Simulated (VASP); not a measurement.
# CdTe (F-43m) in VASP: a series of runs, part 2 of 2

VASP 6.6.1.

## (3) Single point, r2SCAN (strain -0.5%)

Contents of POSCAR:

```
CdTe
1.0
    0.0000000000      3.2638833358      3.2638833358
    3.2638833358      0.0000000000      3.2638833358
    3.2638833358      3.2638833358      0.0000000000
Cd Te
1 1
Direct
    0.0000000000      0.0000000000      0.0000000000
    0.2500000000      0.2500000000      0.2500000000
```

Contents of INCAR.step1:

```
PREC     = Accurate       # precision mode
ENCUT    = 520            # plane-wave cutoff, eV
ISMEAR   = 0              # smearing method
SIGMA    = 0.01           # smearing width, eV
LREAL    = F              # projectors in reciprocal space
LASPH    = T              # aspherical terms in the spheres
NELM     = 60             # most SCF steps
NBANDS   = 16             # bands
GGA      = PE             # functional
ALGO     = Normal         # electronic algorithm
EDIFF    = 1E-4           # SCF threshold, eV
LWAVE    = T              # write WAVECAR
LCHARG   = F              # write CHGCAR
```

Contents of INCAR.step2:

```
PREC     = Accurate       # precision mode
ENCUT    = 520            # plane-wave cutoff, eV
EDIFF    = 1E-6           # SCF threshold, eV
ISMEAR   = 0              # smearing method
SIGMA    = 0.01           # smearing width, eV
LREAL    = F              # projectors in reciprocal space
LASPH    = T              # aspherical terms in the spheres
NELM     = 60             # most SCF steps
ALGO     = Normal         # electronic algorithm
ISIF     = 2              # what is computed and relaxed
LWAVE    = F              # write WAVECAR
LCHARG   = F              # write CHGCAR
METAGGA  = R2SCAN         # meta-GGA
LMIXTAU  = T            
NBANDS   = 16             # bands
ISTART   = 1
```

Contents of KPOINTS:

```
Automatic mesh
0
Gamma
  6 6 6
```

Potentials or basis: VASP PAW PBE potentials, release 64 (Cd, Te).

On the command line:

```sh
$ cat potpaw_PBE.64/Cd/POTCAR potpaw_PBE.64/Te/POTCAR > POTCAR
$ cp INCAR.step1 INCAR
$ mpirun -np 1 vasp_std > vasp.out
$ cp INCAR.step2 INCAR
$ mpirun -np 1 vasp_std > vasp.out
```

OUTCAR:

```text
PREC = Accurate
   ENCUT = 520
   EDIFF = 1E-6
   ISMEAR = 0
   LREAL = F
   LASPH = T
   NELM = 60
   ISIF = 2
   METAGGA = R2SCAN
   ISTART = 1

 ion  position               nearest neighbor table
   1  0.000  0.000  0.000-   2 2.83   2 2.83   2 2.83   2 2.83
   2  0.250  0.250  0.250-   1 2.83   1 2.83   1 2.83   1 2.83

  LATTYP: Found a face centered cubic cell.
 ALAT       =     6.5277666716

  Lattice vectors:

 A1 = (   0.0000000000,   3.2638833358,   3.2638833358)
 A2 = (   3.2638833358,   0.0000000000,   3.2638833358)
 A3 = (   3.2638833358,   3.2638833358,   0.0000000000)

Analysis of symmetry for initial positions (statically):
=====================================================================
 Subroutine PRICEL returns:
 Original cell was already a primitive cell.

 Routine SETGRP: Setting up the symmetry group for a
 face centered cubic supercell.

 Subroutine GETGRP returns: Found 24 space group operations
 (whereof 24 operations were pure point group operations)
 out of a pool of 48 trial point group operations.

The static configuration has the point symmetry T_d .

Analysis of symmetry for dynamics (positions and initial velocities):
=====================================================================
 Subroutine PRICEL returns:
 Original cell was already a primitive cell.

 Routine SETGRP: Setting up the symmetry group for a
 face centered cubic supercell.

 Subroutine GETGRP returns: Found 24 space group operations
 (whereof 24 operations were pure point group operations)
 out of a pool of 48 trial point group operations.

The dynamic configuration has the point symmetry T_d .

 Subroutine INISYM returns: Found 24 space group operations
 (whereof 24 operations are pure point group operations),
[... 101 lines left out ...]
   EFERMI =   0.00;   METHOD = LEGACY
   ISMEAR =     0;   SIGMA  =   0.01  broadening in eV -4-tet -1-fermi 0-gaus
   EFERMI_NEDOS =   21; number of points for ismear=-14 and -15
   IALGO  =     38    algorithm
   IMIX   =      4    mixing-type and parameters
     AMIX     =   0.40;   BMIX     =  1.00
     AMIX_MAG =   1.60;   BMIX_MAG =  1.00
  volume/ion in A,a.u.               =      34.77       234.64
  Fermi-wavevector in a.u.,A,eV,Ry     =   1.043328  1.971605 14.810407  1.088534
  Thomas-Fermi vector in A             =   2.178033
   LORBIT       =      0    0 simple, 1 ext, 2 COOP (PROOUT), +10 PAW based schemes
   METAGGA = R2SCAN    functional components
   LHFCALC =     F    Hartree Fock is set to
   AEXX    =    0.0000 exact exchange contribution
   IVDW    =     0    specifies the selected vdW correction
   LEPSILON=     F    determine dielectric tensor
   LRPA    =     F    only Hartree local field effects (RPA)
 non-spin polarized calculation
 Gauss-broadening in eV      SIGMA  =   0.01
  energy-cutoff  :      520.00
  volume of cell :       69.54
 maximum number of plane-waves:      1895
 NGX is ok and might be reduce to    36
   NGX = 17   NGY = 17   NGZ = 17

 number of electron      18.0000002 magnetization

 Free energy of the ion-electron system (eV)
  ---------------------------------------------------
  ext. energy  EPLUGINS =         0.00000000
  ---------------------------------------------------
  free energy    TOTEN  =       -46.63892176 eV

  energy without entropy =      -46.63892176  energy(sigma->0) =      -46.63892176

 E-fermi :   1.9771     XC(G=0):  -9.0033

 val. band max:        1.9077272367   @ k =   0.0000   0.0000   0.0000
 cond. band min:       3.1094629223   @ k =   0.0000   0.0000   0.0000
 fundamental gap:      1.2017356856
 Fermi energy:         1.9770531784

 k-point     1 :       0.0000    0.0000    0.0000
  band No.  band energies     occupation
      1      -9.4936      2.00000
      2      -6.5843      2.00000
      3      -6.5843      2.00000
      4      -6.5843      2.00000
      5      -6.3165      2.00000
      6      -6.3165      2.00000
[... 281 lines left out ...]
      3      -6.4493      2.00000
      4      -6.3636      2.00000
      5      -6.3033      2.00000
      6      -5.7564      2.00000
[... 8 lines left out ...]
     15      13.4576      0.00000
     16      13.8575      0.00000

------------------------ aborting loop because EDIFF is reached ----------------------------------------

  FORCE on cell =-STRESS in cart. coord.  units (eV):
  Direction    XX          YY          ZZ          XY          YZ          ZX
  --------------------------------------------------------------------------------------
  -------------------------------------------------------------------------------------
  Total        0.3053374      0.3053374      0.3053374     -0.0000000      0.0000000      0.0000000
  in kB        7.0348797      7.0348797      7.0348797     -0.0000000      0.0000000      0.0000000
  external PRESSURE =       7.0348797 kB  Pullay stress =       0.0000000 kB

 VOLUME and BASIS-vectors are now :
 -----------------------------------------------------------------------------
  energy-cutoff  :      520.00
  volume of cell :       69.54
      direct lattice vectors                 reciprocal lattice vectors
     0.000000000  3.263883336  3.263883336    -0.153191750  0.153191750  0.153191750
     3.263883336  0.000000000  3.263883336     0.153191750 -0.153191750  0.153191750
     3.263883336  3.263883336  0.000000000     0.153191750  0.153191750 -0.153191750

 POSITION                                       TOTAL-FORCE (eV/Angst)
 -----------------------------------------------------------------------------------
      0.00000      0.00000      0.00000         0.000000      0.000000      0.000000
      1.63194      1.63194      1.63194        -0.000000     -0.000000     -0.000000
 -----------------------------------------------------------------------------------
    total drift:                               -0.000001     -0.000001     -0.000001

  FREE ENERGIE OF THE ION-ELECTRON SYSTEM (eV)
  ---------------------------------------------------
  free  energy   TOTEN  =       -46.6389217562 eV

  energy  without entropy=      -46.6389217562  energy(sigma->0) =      -46.63892176
```

OUTCAR.step1:

```text
PREC = Accurate
   ENCUT = 520
   ISMEAR = 0
   LREAL = F
   LASPH = T
[... 514 lines left out ...]
 -----------------------------------------------------------------------------------
      0.00000      0.00000      0.00000         0.000000     -0.000000      0.000000
      1.63194      1.63194      1.63194        -0.000000      0.000000     -0.000000
 -----------------------------------------------------------------------------------
    total drift:                               -0.000000     -0.000000     -0.000000

  FREE ENERGIE OF THE ION-ELECTRON SYSTEM (eV)
  ---------------------------------------------------
  free  energy   TOTEN  =        -4.7905547608 eV

  energy  without entropy=       -4.7905547608  energy(sigma->0) =       -4.79055476
```

OSZICAR.step1:

```text
N       E                     dE             d eps       ncg     rms          rms(c)
DAV:   1     0.984751884623E+02    0.98475E+02   -0.82489E+03   520   0.971E+02
DAV:   2    -0.133447447439E+01   -0.99810E+02   -0.94757E+02   616   0.233E+02
DAV:   3    -0.498823240974E+01   -0.36538E+01   -0.36487E+01   648   0.458E+01
DAV:   4    -0.502269508971E+01   -0.34463E-01   -0.34462E-01   776   0.389E+00
DAV:   5    -0.502282451191E+01   -0.12942E-03   -0.12942E-03   672   0.202E-01    0.536E+00
DAV:   6    -0.480478020098E+01    0.21804E+00   -0.37189E-01   608   0.721E+00    0.442E+00
DAV:   7    -0.478920256628E+01    0.15578E-01   -0.10515E-01   576   0.210E+00    0.170E+00
DAV:   8    -0.479016321642E+01   -0.96065E-03   -0.10619E-02   576   0.116E+00    0.459E-01
DAV:   9    -0.479049505300E+01   -0.33184E-03   -0.95600E-04   576   0.321E-01    0.106E-01
DAV:  10    -0.479055476085E+01   -0.59708E-04   -0.10497E-04   528   0.101E-01
   1 F= -.47905548E+01 E0= -.47905548E+01  d E =-.287367E-17
```

It took 59 s on 1 thread of Intel Xeon 6975P-C (Granite Rapids), shared host; peak memory 0.21 GiB.

What came out:

```
Free energy            : -46.6389 eV
Pressure               : 0.7 GPa
Band gap on the k mesh : 1.20 eV, direct
```

Levels at points of the mesh, in eV from the valence-band top:
```
           k point  band 5  band 6  band 7  band 8  band 9  band 10  band 11  band 12  band 13  band 14
(0.00, 0.00, 0.00)   -8.22   -8.22    0.00    0.00    0.00     1.20     5.04     5.04     5.04     7.89
(0.50, 0.00, 0.00)   -8.22   -7.87   -4.37   -0.76   -0.76     2.21     5.59     5.59     7.40     9.15
(0.50, 0.50, 0.00)   -8.19   -7.72   -4.25   -1.84   -1.84     2.92     2.99     9.34     9.71     9.71
```

Caveat: the cell differs from its parent crystal (strain -0.5%); the PAW data sets were made with another functional, which shifts forces and pressure a little; spin-orbit coupling is left out, which moves the levels of the heavy elements.
